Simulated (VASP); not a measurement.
Input of a VASP 6.6.1 run:

Contents of POSCAR:

```
C
1.0
    0.0000000000      1.7801241434      1.7801241434
    1.7801241434      0.0000000000      1.7801241434
    1.7801241434      1.7801241434      0.0000000000
C
2
Direct
    0.0000000000      0.0000000000      0.0000000000
    0.2500000000      0.2500000000      0.2500000000
```

Contents of INCAR.step1:

```
SYSTEM = C
ALGO = Normal
EDIFF = 1E-8
ENCUT = 500
GGA = CA
ISMEAR = 0
LASPH = .True.
LCHARG = .False.
LREAL = .False.
LWAVE = .True.
NELM = 80
PREC = Accurate
SIGMA = 0.01
```

The input INCAR.step2:

```
SYSTEM = C
ALGO = Exact
EDIFF = 1E-8
ENCUT = 500
GGA = CA
ISMEAR = 0
ISTART = 1
LASPH = .True.
LCHARG = .False.
LOPTICS = .True.
LREAL = .False.
LWAVE = .True.
NBANDS = 46
NELM = 1
PREC = Accurate
SIGMA = 0.01
```

Contents of INCAR.step3:

```
SYSTEM = C
ALGO = EVGW0
EDIFF = 1E-8
ENCUT = 500
ENCUTGW = 140.0
GGA = CA
ISMEAR = 0
ISTART = 1
LASPH = .True.
LCHARG = .False.
LREAL = .False.
LWAVE = .False.
NBANDS = 46
NBANDSGW = 12
NELMGW = 1
NOMEGA = 96
OMEGAMAX = 20
PREC = Accurate
PRECFOCK = Fast
SIGMA = 0.01
```

The input KPOINTS:

```
k-points
0
Gamma
  6 6 6
  0 0 0
```

Potentials or basis: VASP PAW LDA potentials, release 64 (C_GW).

Command:

```bash
$ cat potpaw_LDA.64/C_GW/POTCAR > POTCAR
$ cp INCAR.step1 INCAR
$ mpirun -np 1 vasp_std > vasp.out
$ cp INCAR.step2 INCAR
$ mpirun -np 1 vasp_std > vasp.out
$ cp INCAR.step3 INCAR
$ mpirun -np 1 vasp_std > vasp.out
```

Problem. Estimate the quasiparticle gap.

Solution. 5.38 eV.

Problem. Predict the least direct quasiparticle gap.

Solution. 7.24 eV.

Problem. What does it give for the band gap of the starting levels on the mesh?

Solution. 4.14 eV.

Problem. Predict the least direct gap of the starting levels on the mesh.

Solution. 5.56 eV.

Caveat: the k points lie up to 0.51 Å⁻¹ apart; bands, screening cutoff and mesh are small and nothing is extrapolated, so the quasiparticle values aren't converged.
